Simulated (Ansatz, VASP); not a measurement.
One calculation of NaHF2, two programs

```
Na H F
1.0
     1.76301    1.01788    4.63887
    -1.76301    1.01788    4.63887
     0.00000   -2.03575    4.63887
Na H F
1 1 2
Direct
  0.00000 0.00000 0.00000
  0.50000 0.50000 0.50000
  0.41000 0.41000 0.41000
  0.59000 0.59000 0.59000
```

Change from the starting cell: equal xx and yy strain of +2 %, crystal datasets.

Alike in both runs: task electric field gradients; functional LDA; k mesh 10 × 10 × 10; occupations fermi-dirac, width 0.02 eV; no spin polarisation.

```csv
,VASP,Ansatz
version,VASP 6.6.1,Ansatz 0.2.0
potentials or method,"VASP PAW LDA potentials, release 64 (Na_pv, H, F), cutoff 520 eV","all-electron PAW with datasets made for the crystal, scalar-relativistic"
```

Ansatz gave:

```
gap on the k mesh at the Fermi level (eV)                     : 6.25
pressure (GPa)                                                : -7.7
traceless stress, the component that is largest in VASP (GPa) : -10.33
rms of the force components (eV/Å)                            : 0.852
size of Vzz on the site where it differs most (V/Å²)          : 114.8
```

Task: What did VASP give for the same quantities?

Result: gap on the k mesh at the Fermi level (eV): 6.23; pressure (GPa): -7.8; traceless stress, the component that is largest in VASP (GPa): -9.97; rms of the force components (eV/Å): 0.832; size of Vzz on the site where it differs most (V/Å²): 117.6.

LDA's correlation is that of Perdew and Zunger in VASP and of Perdew and Wang (1992) in Ansatz. Atom by atom the forces differ by 0.021 eV/Å (rms over components). Ansatz ran all-electron here, and VASP with PAW potentials.
